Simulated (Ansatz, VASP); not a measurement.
**One calculation of Bi2TeO4, two programs**

```xyz
7
Lattice="0.0000 -3.6908 0.0000 3.6908 0.0000 0.0000 -1.8454 1.8454 8.9678" Properties=species:S:1:pos:R:3 pbc="T T T"
Bi    1.8454   -1.8454    3.1372
Bi    0.0000    0.0000    5.8306
Te    0.0000    0.0000    0.0000
O     1.8454   -1.8454    6.9024
O     0.0000    0.0000    2.0654
O     0.0000   -1.8454    4.4839
O     1.8454    0.0000    4.4839
```

Alike in both runs: task single point; functional PBE; k mesh 6 × 6 × 6; occupations gaussian, width 0.2 eV; no spin polarisation.

```csv
,VASP,Ansatz
version,VASP 6.6.1,Ansatz 0.2.0
potentials or method,"VASP PAW PBE potentials, release 64 (Bi_d, Te, O), cutoff 520 eV","scalar-relativistic, plane waves, PAW"
valence electrons in the cell,60,70
```

```csv
,VASP,Ansatz,Ansatz less VASP
gap on the k mesh at the Fermi level (eV),none,none,-
pressure (GPa),0.0,0.0,-0.02
rms of the force components (eV/Å),0.025,0.017,-0.0082
```

Atom by atom the forces differ by 0.018 eV/Å (rms over components). A gap of «none» marks a metal or a gap that the smearing closes. VASP's potentials hold 60 valence electrons a cell and Ansatz's 70, so a difference there can come from the potentials and not from the codes.

Spin-orbit coupling is off throughout.
